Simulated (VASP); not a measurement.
# Ti3Al in VASP: further runs

Ti3Al is run at these levels: PBE; tasks: relaxation of cell and atoms, single point.

Program: VASP 6.6.1. These are calculated values, not measurements. Logs are shortened: lines on timing, memory, paths and dates and some standing lists are left out, and cuts for length are marked.

## 1. The cell of the first run

It takes space group Pm-3m (No. 221, cubic). Conventional cell: a = 4.050 Å, b = 4.050 Å, c = 4.050 Å, α = 90.00°, β = 90.00°, γ = 90.00°. Within 3.8 Å of Ti (site symmetry 4/mmm) lie 8 Ti at 2.86 Å and 4 Al at 2.86 Å. Al (site symmetry m-3m) has 12 Ti at 2.86 Å within 3.8 Å.

## 2. Relaxation of cell and atoms, PBE

File INCAR:

```
PREC = Accurate ; ENCUT = 600
EDIFF = 1E-6 ; ISMEAR = 0
SIGMA = 0.1 ; LREAL = F
LASPH = T ; NELM = 60
ALGO = Fast ; ISIF = 3
LWAVE = F ; LCHARG = F
GGA = PE ; IBRION = 2
NSW = 100 ; EDIFFG = -0.01
```

File KPOINTS:

```
regular mesh
0
Gamma
  12 12 12
```

File POSCAR:

```
Ti3Al
1.0
    4.0502948873      0.0000000000      0.0000000000
    0.0000000000      4.0502948873      0.0000000000
    0.0000000000      0.0000000000      4.0502948873
Ti Al
3 1
Direct
    0.0000000000      0.5000000000      0.0000000000
    0.0000000000      0.0000000000      0.5000000000
    0.5000000000      0.0000000000      0.0000000000
    0.5000000000      0.5000000000      0.5000000000
```

Potentials or basis: VASP PAW PBE potentials, release 64 (Ti_sv, Al).

Run with:

```console
$ cat potpaw_PBE.64/Ti_sv/POTCAR potpaw_PBE.64/Al/POTCAR > POTCAR
$ mpirun -np 1 vasp_std > vasp.out
```

OUTCAR:

```text
PREC = Accurate
   ENCUT = 600
   EDIFF = 1E-6
   ISMEAR = 0
   LREAL = F
   LASPH = T
   NELM = 60
   ISIF = 3
   GGA = PE
   IBRION = 2
   NSW = 100
   EDIFFG = -0.01

 ion  position               nearest neighbor table
   1  0.000  0.500  0.000-   2 2.86   3 2.86   4 2.86   2 2.86   4 2.86   2 2.86   3 2.86   2 2.86
                             3 2.86   4 2.86   4 2.86   3 2.86
   2  0.000  0.000  0.500-   1 2.86   3 2.86   4 2.86   1 2.86   3 2.86   1 2.86   4 2.86   1 2.86
                             3 2.86   4 2.86   3 2.86   4 2.86
   3  0.500  0.000  0.000-   1 2.86   2 2.86   4 2.86   2 2.86   4 2.86   1 2.86   4 2.86   4 2.86
                             1 2.86   2 2.86   2 2.86   1 2.86
   4  0.500  0.500  0.500-   1 2.86   2 2.86   3 2.86   1 2.86   3 2.86   2 2.86   3 2.86   3 2.86
                             1 2.86   2 2.86   1 2.86   2 2.86

  LATTYP: Found a simple cubic cell.
 ALAT       =     4.0502948873

  Lattice vectors:

 A1 = (   4.0502948873,   0.0000000000,   0.0000000000)
 A2 = (   0.0000000000,   4.0502948873,   0.0000000000)
 A3 = (   0.0000000000,   0.0000000000,   4.0502948873)

Analysis of symmetry for initial positions (statically):
=====================================================================
 Subroutine PRICEL returns:
 Original cell was already a primitive cell.

 Routine SETGRP: Setting up the symmetry group for a
 simple cubic supercell.

 Subroutine GETGRP returns: Found 48 space group operations
 (whereof 48 operations were pure point group operations)
 out of a pool of 48 trial point group operations.

The static configuration has the point symmetry O_h .

Analysis of symmetry for dynamics (positions and initial velocities):
=====================================================================
 Subroutine PRICEL returns:
 Original cell was already a primitive cell.

 Routine SETGRP: Setting up the symmetry group for a
 simple cubic supercell.

 Subroutine GETGRP returns: Found 48 space group operations
 (whereof 48 operations were pure point group operations)
 out of a pool of 48 trial point group operations.

The dynamic configuration has the point symmetry O_h .

 Subroutine INISYM returns: Found 48 space group operations
 (whereof 48 operations are pure point group operations),
 and found     1 'primitive' translations

----------------------------------------------------------------------------------------

                                     Primitive cell

  volume of cell :      66.4446

  direct lattice vectors                    reciprocal lattice vectors
     4.050294887  0.000000000  0.000000000     0.246895603  0.000000000  0.000000000
     0.000000000  4.050294887  0.000000000     0.000000000  0.246895603  0.000000000
     0.000000000  0.000000000  4.050294887     0.000000000  0.000000000  0.246895603

  length of vectors
     4.050294887  4.050294887  4.050294887     0.246895603  0.246895603  0.246895603

  position of ions in fractional coordinates (direct lattice)
     0.000000000  0.500000000  0.000000000
     0.000000000  0.000000000  0.500000000
     0.500000000  0.000000000  0.000000000
     0.500000000  0.500000000  0.500000000

  ion indices of the primitive-cell ions
   primitive index   ion index
                 1           1
                 2           2
                 3           3
                 4           4

----------------------------------------------------------------------------------------

 KPOINTS: regular mesh
[... 65 lines left out ...]
   LASPH  =      T    aspherical Exc in radial PAW
   ENCUT  =  600.0 eV  44.10 Ry    6.64 a.u.   8.09  8.09  8.09*2*pi/ulx,y,z
   NELM   =     60;   NELMIN=  2; NELMDL= -5     # of ELM steps
   EDIFF  = 0.1E-05   stopping-criterion for ELM
   LREAL  =      F    real-space projection
   EDIFFG = -.1E-01   stopping-criterion for IOM
   NSW    =    100    number of steps for IOM
   IBRION =      2    ionic relax: 0-MD 1-quasi-New 2-CG
   NFREE  =      1    steps in history (QN), initial steepest desc. (CG)
   ISIF   =      3    stress and relaxation
   ISYM   =      2    0-nonsym 1-usesym 2-fastsym
   POTIM  = 0.5000    time-step for ionic-motion
   TEBEG  =    0.0;   TEEND  =   0.0 temperature during run
   PSTRESS=    0.0 pullay stress
   NELECT =      39.0000    total number of electrons
   NUPDOWN=      -1.0000    fix difference up-down
   EMIN   =  10.00;   EMAX   =-10.00  energy-range for DOS
   EFERMI =   0.00;   METHOD = LEGACY
   ISMEAR =     0;   SIGMA  =   0.10  broadening in eV -4-tet -1-fermi 0-gaus
   EFERMI_NEDOS =   21; number of points for ismear=-14 and -15
   IALGO  =     68    algorithm
   IMIX   =      4    mixing-type and parameters
     AMIX     =   0.40;   BMIX     =  1.00
     AMIX_MAG =   1.60;   BMIX_MAG =  1.00
  volume/ion in A,a.u.               =      16.61       112.10
  Fermi-wavevector in a.u.,A,eV,Ry     =   1.370702  2.590251 25.562953  1.878824
  Thomas-Fermi vector in A             =   2.496465
   LORBIT       =      0    0 simple, 1 ext, 2 COOP (PROOUT), +10 PAW based schemes
   GGA     = PE    functional components
   LHFCALC =     F    Hartree Fock is set to
   AEXX    =    0.0000 exact exchange contribution
   IVDW    =     0    specifies the selected vdW correction
   LEPSILON=     F    determine dielectric tensor
   LRPA    =     F    only Hartree local field effects (RPA)
 conjugate gradient relaxation of ions
 non-spin polarized calculation
 RMM-DIIS sequential band-by-band and
 Gauss-broadening in eV      SIGMA  =   0.10
  energy-cutoff  :      600.00
  volume of cell :       66.44
 maximum number of plane-waves:      2272
   NGX = 17   NGY = 17   NGZ = 17

--------------------------------------- Ionic step        1  -------------------------------------------

 number of electron      39.0000017 magnetization

 Free energy of the ion-electron system (eV)
  ---------------------------------------------------
  ext. energy  EPLUGINS =         0.00000000
  ---------------------------------------------------
  free energy    TOTEN  =       -28.31011390 eV

  energy without entropy =      -28.29029469  energy(sigma->0) =      -28.30020430

------------------------ aborting loop because EDIFF is reached ----------------------------------------

  FORCE on cell =-STRESS in cart. coord.  units (eV):
  Direction    XX          YY          ZZ          XY          YZ          ZX
  --------------------------------------------------------------------------------------
  -------------------------------------------------------------------------------------
  Total       -0.0407472     -0.0407472     -0.0407472     -0.0000000     -0.0000000     -0.0000000
  in kB       -0.9825355     -0.9825355     -0.9825355     -0.0000000     -0.0000000     -0.0000000
  external PRESSURE =      -0.9825355 kB  Pullay stress =       0.0000000 kB

 VOLUME and BASIS-vectors are now :
 -----------------------------------------------------------------------------
  energy-cutoff  :      600.00
  volume of cell :       66.44
      direct lattice vectors                 reciprocal lattice vectors
     4.050294887  0.000000000  0.000000000     0.246895603  0.000000000  0.000000000
     0.000000000  4.050294887  0.000000000     0.000000000  0.246895603  0.000000000
     0.000000000  0.000000000  4.050294887     0.000000000  0.000000000  0.246895603

 POSITION                                       TOTAL-FORCE (eV/Angst)
 -----------------------------------------------------------------------------------
      0.00000      2.02515      0.00000         0.000000      0.000000      0.000000
      0.00000      0.00000      2.02515         0.000000      0.000000      0.000000
      2.02515      0.00000      0.00000         0.000000      0.000000      0.000000
      2.02515      2.02515      2.02515         0.000000      0.000000      0.000000
 -----------------------------------------------------------------------------------
    total drift:                                0.000000      0.000000     -0.000000

  FREE ENERGIE OF THE ION-ELECTRON SYSTEM (eV)
  ---------------------------------------------------
  free  energy   TOTEN  =       -28.3101139048 eV

  energy  without entropy=      -28.2902946931  energy(sigma->0) =      -28.30020430

--------------------------------------- Ionic step        2  -------------------------------------------

 number of electron      39.0000016 magnetization

 Free energy of the ion-electron system (eV)
  ---------------------------------------------------
  ext. energy  EPLUGINS =         0.00000000
  ---------------------------------------------------
  free energy    TOTEN  =       -28.31012629 eV

  energy without entropy =      -28.29036850  energy(sigma->0) =      -28.30024740

 E-fermi :   8.3823     XC(G=0): -11.3279

 val. band max:        8.3794042678   @ k =   0.4167   0.3333   0.0000
 cond. band min:       8.3839320797   @ k =   0.1667   0.1667   0.1667
 fundamental gap:      0.0045278119
 Fermi energy:         8.3822683271

 k-point     1 :       0.0000    0.0000    0.0000
  band No.  band energies     occupation
      1     -48.2582      2.00000
      2     -48.1124      2.00000
      3     -48.1124      2.00000
      4     -24.6991      2.00000
      5     -24.6991      2.00000
      6     -24.6991      2.00000
[... 613 lines left out ...]
     22       9.3333      0.00000
     23       9.5314      0.00000

 [... further k-points ...]
[... 5 lines left out ...]
  --------------------------------------------------------------------------------------
  -------------------------------------------------------------------------------------
  Total        0.0242210      0.0242210      0.0242210     -0.0000000     -0.0000000      0.0000000
  in kB        0.5849013      0.5849013      0.5849013     -0.0000000     -0.0000000      0.0000000
  external PRESSURE =       0.5849013 kB  Pullay stress =       0.0000000 kB

 VOLUME and BASIS-vectors are now :
 -----------------------------------------------------------------------------
  energy-cutoff  :      600.00
  volume of cell :       66.35
      direct lattice vectors                 reciprocal lattice vectors
     4.048304418  0.000000000 -0.000000000     0.247016997  0.000000000  0.000000000
    -0.000000000  4.048304418 -0.000000000     0.000000000  0.247016997  0.000000000
    -0.000000000 -0.000000000  4.048304418     0.000000000  0.000000000  0.247016997

 POSITION                                       TOTAL-FORCE (eV/Angst)
 -----------------------------------------------------------------------------------
     -0.00000      2.02415     -0.00000         0.000000      0.000000      0.000000
     -0.00000     -0.00000      2.02415         0.000000     -0.000000      0.000000
      2.02415      0.00000     -0.00000         0.000000      0.000000      0.000000
      2.02415      2.02415      2.02415        -0.000000      0.000000      0.000000
 -----------------------------------------------------------------------------------
    total drift:                                0.000000      0.000000     -0.000000

  FREE ENERGIE OF THE ION-ELECTRON SYSTEM (eV)
  ---------------------------------------------------
  free  energy   TOTEN  =       -28.3101262913 eV

  energy  without entropy=      -28.2903685039  energy(sigma->0) =      -28.30024740

 reached required accuracy - stopping structural energy minimisation
```

Run time: 4.2 min. Hardware: 1 thread of Intel Xeon Platinum 8488C (Sapphire Rapids), shared host; peak memory 0.27 GiB.

Results:

```yaml
Free_energy: -28.3101 eV
Relaxed_volume: 16.59 Å³/atom
Relaxed_cell: a = 4.048 Å, b = 4.048 Å, c = 4.048 Å, α = 90.00°, β = 90.00°, γ = 90.00°
Space_group_after_relaxing_to_0.05_Å: Pm-3m (No. 221)
Energy_gained_by_relaxing: 0.0 meV/atom
Ionic_steps: 2
Pressure_after_relaxing: 0.1 GPa
```

Final structure:
```xyz
4
Lattice="4.0483 0.0000 0.0000 0.0000 4.0483 0.0000 0.0000 0.0000 4.0483" Properties=species:S:1:pos:R:3 pbc="T T T"
Ti    0.0000    2.0242    0.0000
Ti    0.0000    0.0000    2.0242
Ti    2.0242    0.0000    0.0000
Al    2.0242    2.0242    2.0242
```

Levels at points of the mesh, in eV from the Fermi level:
```csv
k point,band 17,band 18,band 19,band 20,band 21,band 22
"(0.00, 0.00, 0.00)",-1.20,-1.20,-1.20,0.95,0.95,0.95
"(0.50, 0.00, 0.00)",-1.33,-0.63,-0.47,0.46,0.46,0.90
"(0.50, 0.50, 0.00)",-1.53,-0.32,-0.15,-0.15,0.62,0.62
"(0.50, 0.50, 0.50)",-1.27,-1.27,-1.27,0.72,0.72,0.72
```

## 3. Single point, PBE

This run uses another cell than the first one: it holds 8 atoms, not 4.

File INCAR:

```
PREC = Accurate
ENCUT = 520
EDIFF = 1E-6
ISMEAR = 0
SIGMA = 0.2
LREAL = False
LASPH = True
NELM = 80
ALGO = Fast
ISIF = 2
LWAVE = False
LCHARG = False
GGA = PE
NBANDS = 49
```

File KPOINTS:

```
Automatic mesh
0
Gamma
  6 6 4
```

File POSCAR:

```
Ti3Al
1.0
    4.0529635377     -0.0011137537      0.0001822481
   -0.0011164651      4.0496091258     -0.0001252807
    0.0003855686     -0.0001455201      8.1044253699
Ti Al
6 2
Direct
   -0.0000200078      0.4997849781      0.4999183919
    0.0001076193      0.5000774737      0.9999588294
   -0.0000535616      0.0000802480      0.2500876311
    0.0001100904     -0.0000169570      0.7501245376
    0.4999444105      1.0000245980      0.4999811106
    0.5000244368      0.0000966925     -0.0000155664
    0.5000021010      0.5000463366      0.2499451435
    0.4998849114      0.4999066304      0.7499999222
```

Potentials or basis: VASP PAW PBE potentials, release 64 (Ti_sv, Al).

Run with:

```console
$ cat potpaw_PBE.64/Ti_sv/POTCAR potpaw_PBE.64/Al/POTCAR > POTCAR
$ mpirun -np 1 vasp_std > vasp.out
```

Wall time 21 min (1 thread of Intel Xeon Platinum 8488C (Sapphire Rapids), shared host); peak memory 0.47 GiB.

It converged, with:

```
Free energy            : -56.6743 eV
Pressure               : 0.0 GPa
Largest force          : 0.009 eV/Å
Band gap on the k mesh : zero (band 39 reaches 8.81 eV, above the bottom of band 40 at 8.23 eV)
```

Forces in eV/Å, atoms in the order of the input:
```
Ti   0.000  0.007  0.006
Ti  -0.003 -0.002  0.003
Ti   0.002 -0.002 -0.005
Ti  -0.004  0.000 -0.008
Ti   0.001 -0.003  0.001
Ti   0.000 -0.002  0.000
Al  -0.001  0.000  0.004
Al   0.005  0.003 -0.001
```

Levels at points of the mesh, in eV from the Fermi level:
| k point | band 37 | band 38 | band 39 | band 40 | band 41 | band 42 |
| --- | --- | --- | --- | --- | --- | --- |
| (0.00, 0.00, 0.00) | -0.63 | -0.47 | 0.45 | 0.45 | 0.89 | 0.94 |
| (0.50, 0.00, 0.00) | -0.33 | -0.16 | -0.16 | 0.45 | 0.45 | 0.61 |
| (0.00, 0.50, 0.00) | -0.33 | -0.16 | -0.16 | 0.45 | 0.45 | 0.61 |
| (0.50, 0.50, 0.00) | -0.33 | -0.16 | -0.16 | 0.61 | 0.61 | 0.71 |
| (0.00, 0.00, 0.50) | -0.97 | -0.97 | 0.44 | 0.44 | 0.45 | 0.45 |
| (0.50, 0.00, 0.50) | -0.19 | -0.19 | -0.12 | -0.12 | 0.51 | 0.51 |
| (0.00, 0.50, 0.50) | -0.19 | -0.19 | -0.12 | -0.12 | 0.51 | 0.51 |
| (0.50, 0.50, 0.50) | -0.64 | -0.64 | 0.07 | 0.07 | 0.66 | 0.66 |

[end of part 1 of 2]
